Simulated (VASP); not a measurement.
# Ca (Fm-3m) in VASP: a series of runs

The runs below take Ca through single point, with LDA.

All numbers are computed with VASP 6.6.1; they aren't measurements. Logs are shortened: lines on timing, memory, paths and dates and some standing lists are left out, and cuts for length are marked.

## 1. The cell of the first run

Symmetry: Fm-3m, No. 225, cubic system. Conventional cell: a = 5.343 Å, b = 5.343 Å, c = 5.343 Å, α = 90.00°, β = 90.00°, γ = 90.00°. Ca (site symmetry m-3m) has 12 Ca at 3.78 Å within 5.0 Å.

## 2. Single point, LDA

File INCAR:

```
SYSTEM = Ca
ALGO = Normal
EDIFF = 1E-6
ENCUT = 520
GGA = CA
ISIF = 2
ISMEAR = -1
LASPH = .True.
LCHARG = .False.
LREAL = .False.
LWAVE = .False.
NBANDS = 11
NELM = 100
PREC = Accurate
SIGMA = 0.1
```

File KPOINTS:

```
k-points
0
Gamma
  8 8 8
  0 0 0
```

File POSCAR:

```
Ca
1.0
    0.0000000000      2.6714532750      2.6714532750
    2.6714532750      0.0000000000      2.6714532750
    2.6714532750      2.6714532750      0.0000000000
Ca
1
Direct
    0.0000000000      0.0000000000      0.0000000000
```

Potentials or basis: VASP PAW LDA potentials, release 64 (Ca_sv).

Command:

```sh
$ cat potpaw_LDA.64/Ca_sv/POTCAR > POTCAR
$ mpirun -np 1 vasp_std > vasp.out
```

OUTCAR:

```text
SYSTEM = Ca
   EDIFF = 1E-6
   ENCUT = 520
   GGA = CA
   ISIF = 2
   ISMEAR = -1
   LASPH = .True.
   LREAL = .False.
   NELM = 100
   PREC = Accurate

 ion  position               nearest neighbor table
   1  0.000  0.000  0.000-

  LATTYP: Found a face centered cubic cell.
 ALAT       =     5.3429065500

  Lattice vectors:

 A1 = (   0.0000000000,   2.6714532750,   2.6714532750)
 A2 = (   2.6714532750,   0.0000000000,   2.6714532750)
 A3 = (   2.6714532750,   2.6714532750,   0.0000000000)

Analysis of symmetry for initial positions (statically):
[... 33 lines left out ...]
                                     Primitive cell

  volume of cell :      38.1305

  direct lattice vectors                    reciprocal lattice vectors
     0.000000000  2.671453275  2.671453275    -0.187164045  0.187164045  0.187164045
     2.671453275  0.000000000  2.671453275     0.187164045 -0.187164045  0.187164045
     2.671453275  2.671453275  0.000000000     0.187164045  0.187164045 -0.187164045

  length of vectors
     3.778005453  3.778005453  3.778005453     0.324177635  0.324177635  0.324177635

  position of ions in fractional coordinates (direct lattice)
     0.000000000  0.000000000  0.000000000

  ion indices of the primitive-cell ions
   primitive index   ion index
                 1           1

----------------------------------------------------------------------------------------

 KPOINTS: k-points

Automatic generation of k-mesh.
 Grid dimensions read from file:
 generate k-points for:    8    8    8

 Generating k-lattice:

  Cartesian coordinates                     Fractional coordinates (reciprocal lattice)
    -0.023395506  0.023395506  0.023395506     0.125000000  0.000000000  0.000000000
     0.023395506 -0.023395506  0.023395506     0.000000000  0.125000000  0.000000000
     0.023395506  0.023395506 -0.023395506     0.000000000  0.000000000  0.125000000

  Length of vectors
     0.040522204  0.040522204  0.040522204

  Shift w.r.t. Gamma in fractional coordinates (k-lattice)
     0.000000000  0.000000000  0.000000000

 Subroutine IBZKPT returns following result:
 ===========================================

 Found     29 irreducible k-points:

 Following reciprocal coordinates:
            Coordinates               Weight
  0.000000  0.000000  0.000000      1.000000
  0.125000  0.000000  0.000000      8.000000
  0.250000  0.000000  0.000000      8.000000
  0.375000  0.000000  0.000000      8.000000
  0.500000  0.000000  0.000000      4.000000
  0.125000  0.125000  0.000000      6.000000
[... 16 lines left out ...]
  0.500000  0.250000  0.125000     48.000000
 -0.375000  0.250000  0.125000     24.000000
 [... further k-points ...]
   k-points           NKPTS =     29   k-points in BZ     NKDIM =     29   number of bands    NBANDS=     11
   number of dos      NEDOS =    301   number of ions     NIONS =      1
   total plane-waves  NPLWV =  21952
   dimension x,y,z NGX =    28 NGY =   28 NGZ =   28
   dimension x,y,z NGXF=    56 NGYF=   56 NGZF=   56
   ions per type =               1
   NGX,Y,Z   is equivalent  to a cutoff of  12.32, 12.32, 12.32 a.u.
   NGXF,Y,Z  is equivalent  to a cutoff of  24.64, 24.64, 24.64 a.u.
 SYSTEM =  Ca
   PREC   = accura    normal or accurate (medium, high low for compatibility)
   ISTART =      0    job   : 0-new  1-cont  2-samecut
   ICHARG =      2    charge: 1-file 2-atom 10-const
   ISPIN  =      1    spin polarized calculation?
   LNONCOLLINEAR =      F non collinear calculations
   LSORBIT =      F    spin-orbit coupling
   LASPH  =      T    aspherical Exc in radial PAW
   ENCUT  =  520.0 eV  38.22 Ry    6.18 a.u.   7.02  7.02  7.02*2*pi/ulx,y,z
   NELM   =    100;   NELMIN=  2; NELMDL= -5     # of ELM steps
   EDIFF  = 0.1E-05   stopping-criterion for ELM
   LREAL  =      F    real-space projection
   EDIFFG = 0.1E-04   stopping-criterion for IOM
   NSW    =      0    number of steps for IOM
   IBRION =     -1    ionic relax: 0-MD 1-quasi-New 2-CG
   NFREE  =      0    steps in history (QN), initial steepest desc. (CG)
   ISIF   =      2    stress and relaxation
   ISYM   =      2    0-nonsym 1-usesym 2-fastsym
   POTIM  = 0.5000    time-step for ionic-motion
   TEBEG  =    0.0;   TEEND  =   0.0 temperature during run
   PSTRESS=    0.0 pullay stress
   NELECT =      10.0000    total number of electrons
   NUPDOWN=      -1.0000    fix difference up-down
   EMIN   =  10.00;   EMAX   =-10.00  energy-range for DOS
   EFERMI =   0.00;   METHOD = LEGACY
   ISMEAR =    -1;   SIGMA  =   0.10  broadening in eV -4-tet -1-fermi 0-gaus
   EFERMI_NEDOS =   21; number of points for ismear=-14 and -15
   IALGO  =     38    algorithm
   IMIX   =      4    mixing-type and parameters
     AMIX     =   0.40;   BMIX     =  1.00
     AMIX_MAG =   1.60;   BMIX_MAG =  1.00
  volume/ion in A,a.u.               =      38.13       257.32
  Fermi-wavevector in a.u.,A,eV,Ry     =   1.047894  1.980232 14.940303  1.098081
  Thomas-Fermi vector in A             =   2.182793
   LORBIT       =      0    0 simple, 1 ext, 2 COOP (PROOUT), +10 PAW based schemes
   GGA     = CA    functional components
   LHFCALC =     F    Hartree Fock is set to
   AEXX    =    0.0000 exact exchange contribution
   IVDW    =     0    specifies the selected vdW correction
   LEPSILON=     F    determine dielectric tensor
   LRPA    =     F    only Hartree local field effects (RPA)
 non-spin polarized calculation
  energy-cutoff  :      520.00
  volume of cell :       38.13
 maximum number of plane-waves:      1036
   NGX = 13   NGY = 13   NGZ = 13

 number of electron      10.0000003 magnetization

 Free energy of the ion-electron system (eV)
  ---------------------------------------------------
  ext. energy  EPLUGINS =         0.00000000
  ---------------------------------------------------
  free energy    TOTEN  =        -2.22647722 eV

  energy without entropy =       -2.18877145  energy(sigma->0) =       -2.20762433

 E-fermi :   2.1799     XC(G=0):  -8.2980

 val. band max:        2.1516196310   @ k =  -0.3750   0.3750   0.0000
 cond. band min:       2.1801380440   @ k =  -0.3750   0.2500   0.1250
 fundamental gap:      0.0285184130
 Fermi energy:         2.1799225054

 k-point     1 :       0.0000    0.0000    0.0000
  band No.  band energies     occupation
      1     -39.1315      2.00000
      2     -20.3226      2.00000
      3     -20.3226      2.00000
      4     -20.3226      2.00000
      5      -2.0003      2.00000
      6       4.5440      0.00000
      7       4.5440      0.00000
      8       4.5440      0.00000
      9       5.7474      0.00000
     10       5.7474      0.00000
     11      11.8466      0.00000

 k-point     2 :       0.1250    0.0000    0.0000
  band No.  band energies     occupation
      1     -39.1280      2.00000
      2     -20.3539      2.00000
      3     -20.3268      2.00000
      4     -20.3268      2.00000
      5      -1.7098      2.00000
      6       4.2519      0.00000
      7       4.6464      0.00000
      8       4.6464      0.00000
      9       5.6660      0.00000
     10       5.6660      0.00000
     11      12.1073      0.00000

 k-point     3 :       0.2500    0.0000    0.0000
  band No.  band energies     occupation
      1     -39.1198      2.00000
      2     -20.4284      2.00000
      3     -20.3368      2.00000
      4     -20.3368      2.00000
      5      -0.8939      2.00000
      6       3.5941      0.00000
      7       4.6980      0.00000
      8       4.6980      0.00000
      9       5.7597      0.00000
     10       5.7597      0.00000
     11      10.2530      0.00000

 k-point     4 :       0.3750    0.0000    0.0000
  band No.  band energies     occupation
      1     -39.1115      2.00000
      2     -20.5015      2.00000
      3     -20.3468      2.00000
      4     -20.3468      2.00000
      5       0.2572      2.00000
      6       2.8189      0.00335
      7       4.5187      0.00000
      8       4.5187      0.00000
      9       6.2414      0.00000
     10       6.2414      0.00000
     11       8.5724      0.00000

 k-point     5 :       0.5000    0.0000    0.0000
  band No.  band energies     occupation
      1     -39.1080      2.00000
      2     -20.5314      2.00000
      3     -20.3509      2.00000
      4     -20.3509      2.00000
      5       1.1156      1.99995
      6       2.1889      0.95537
      7       4.4226      0.00000
      8       4.4226      0.00000
      9       6.5263      0.00000
     10       6.5263      0.00000
     11       7.8841      0.00000
[... 211 lines left out ...]
 k-point    21 :       0.5000    0.5000    0.0000
  band No.  band energies     occupation
      1     -39.1004      2.00000
      2     -20.5187      2.00000
      3     -20.3981      2.00000
      4     -20.3981      2.00000
      5       1.6008      1.99391
      6       2.6290      0.02217
      7       3.4047      0.00001
      8       6.5222      0.00000
      9       6.7332      0.00000
     10       6.7332      0.00000
     11       8.7819      0.00000

 k-point    22 :       0.3750    0.2500    0.1250
  band No.  band energies     occupation
      1     -39.1136      2.00000
      2     -20.4465      2.00000
      3     -20.3749      2.00000
      4     -20.3497      2.00000
      5      -0.2155      2.00000
      6       3.3440      0.00002
      7       4.1704      0.00000
      8       5.1864      0.00000
      9       5.3213      0.00000
     10       6.3608      0.00000
     11      10.2929      0.00000

 k-point    23 :       0.5000    0.2500    0.1250
  band No.  band energies     occupation
      1     -39.1069      2.00000
      2     -20.4857      2.00000
      3     -20.3979      2.00000
      4     -20.3617      2.00000
      5       0.8719      2.00000
      6       2.8749      0.00192
      7       3.7273      0.00000
      8       5.0105      0.00000
      9       5.9575      0.00000
     10       6.8077      0.00000
     11       8.5570      0.00000

 k-point    24 :      -0.3750    0.2500    0.1250
  band No.  band energies     occupation
      1     -39.1042      2.00000
      2     -20.5025      2.00000
      3     -20.4051      2.00000
      4     -20.3682      2.00000
      5       1.8357      1.93801
      6       2.1801      0.99892
      7       3.6731      0.00000
      8       4.9036      0.00000
      9       6.3505      0.00000
     10       7.0198      0.00000
     11       7.5961      0.00000

 [... further k-points ...]
[... 5 lines left out ...]
  --------------------------------------------------------------------------------------
  -------------------------------------------------------------------------------------
  Total       -0.0054352     -0.0054352     -0.0054352     -0.0000000     -0.0000000     -0.0000000
  in kB       -0.2283772     -0.2283772     -0.2283772     -0.0000000     -0.0000000     -0.0000000
  external PRESSURE =      -0.2283772 kB  Pullay stress =       0.0000000 kB

 VOLUME and BASIS-vectors are now :
 -----------------------------------------------------------------------------
  energy-cutoff  :      520.00
  volume of cell :       38.13
      direct lattice vectors                 reciprocal lattice vectors
     0.000000000  2.671453275  2.671453275    -0.187164045  0.187164045  0.187164045
     2.671453275  0.000000000  2.671453275     0.187164045 -0.187164045  0.187164045
     2.671453275  2.671453275  0.000000000     0.187164045  0.187164045 -0.187164045

 POSITION                                       TOTAL-FORCE (eV/Angst)
 -----------------------------------------------------------------------------------
      0.00000      0.00000      0.00000         0.000000      0.000000     -0.000000
 -----------------------------------------------------------------------------------
    total drift:                               -0.000000     -0.000000     -0.000000

  FREE ENERGIE OF THE ION-ELECTRON SYSTEM (eV)
  ---------------------------------------------------
  free  energy   TOTEN  =        -2.2264772152 eV

  energy  without entropy=       -2.1887714456  energy(sigma->0) =       -2.20762433
```

Run time: 4.5 s. Hardware: 1 thread of Intel Xeon 6975P-C (Granite Rapids), shared host; peak memory 0.14 GiB.

Results:

```yaml
Free_energy: -2.2265 eV
Pressure: 0.0 GPa
Band_gap_on_the_k_mesh: zero (band 5 reaches 2.31 eV, above the bottom of band 6 at 2.18 eV)
```

## 3. Single point, LDA

File INCAR:

```
SYSTEM = Ca
PREC = Accurate
ENCUT = 520
EDIFF = 1E-6
ISMEAR = -1
SIGMA = 0.1
LREAL = .FALSE.
LASPH = .TRUE.
NELM = 80
ALGO = Normal
ISIF = 2
LWAVE = .FALSE.
LCHARG = .FALSE.
NBANDS = 11
```

File KPOINTS:

```
Automatic mesh
0
G
  10 10 10
  0 0 0
```

POSCAR is that of step 2.

Potentials or basis: VASP PAW LDA potentials, release 64 (Ca_sv).

Command:

```sh
$ cat potpaw_LDA.64/Ca_sv/POTCAR > POTCAR
$ mpirun -np 1 vasp_std > vasp.out
```

Run time: 6.9 s. Hardware: 1 thread of Intel Xeon 6975P-C (Granite Rapids), shared host; peak memory 0.15 GiB.

The run converged. Its results:

| Quantity | Value |
| --- | --- |
| Free energy | -2.2270 eV |
| Pressure | 0.0 GPa |
| Band gap on the k mesh | zero (band 5 reaches 2.26 eV, above the bottom of band 6 at 2.18 eV) |

Levels at points of the mesh, in eV from the Fermi level:
| k point | band 3 | band 4 | band 5 | band 6 | band 7 | band 8 |
| --- | --- | --- | --- | --- | --- | --- |
| (0.00, 0.00, 0.00) | -22.53 | -22.53 | -4.21 | 2.34 | 2.34 | 2.34 |
| (0.50, 0.00, 0.00) | -22.56 | -22.56 | -1.09 | -0.02 | 2.22 | 2.22 |
| (0.50, 0.50, 0.00) | -22.61 | -22.61 | -0.61 | 0.42 | 1.20 | 4.31 |

## 4. Single point, LDA

File INCAR:

```
SYSTEM = Ca
ALGO = Normal ; EDIFF = 1E-7
ENCUT = 520 ; GGA = CA
ISIF = 2 ; ISMEAR = -1
LASPH = .True. ; LCHARG = .False.
LREAL = .False. ; LWAVE = .False.
NBANDS = 11 ; NELM = 60
PREC = Accurate ; SIGMA = 0.1
```

File KPOINTS:

```
k-points
0
Gamma
  10 10 10
  0 0 0
```

POSCAR is that of step 3.

Command:

```sh
$ cat potpaw_LDA.64/Ca_sv/POTCAR > POTCAR
$ mpirun -np 1 vasp_std > vasp.out
```

It took 7.9 s on 1 thread of Intel Xeon 6975P-C (Granite Rapids), shared host; peak memory 0.14 GiB.

It converged, with:

```
Free energy            : -2.2270 eV
Pressure               : 0.0 GPa
Band gap on the k mesh : zero (band 5 reaches 2.26 eV, above the bottom of band 6 at 2.18 eV)
```

Levels at points of the mesh, in eV from the Fermi level:
| k point | band 2 | band 3 | band 4 | band 5 | band 6 | band 7 | band 8 | band 9 |
| --- | --- | --- | --- | --- | --- | --- | --- | --- |
| (0.00, 0.00, 0.00) | -22.53 | -22.53 | -22.53 | -4.21 | 2.34 | 2.34 | 2.34 | 3.54 |
| (0.50, 0.00, 0.00) | -22.74 | -22.56 | -22.56 | -1.09 | -0.02 | 2.22 | 2.22 | 4.32 |
| (0.50, 0.50, 0.00) | -22.73 | -22.61 | -22.61 | -0.61 | 0.42 | 1.20 | 4.31 | 4.53 |
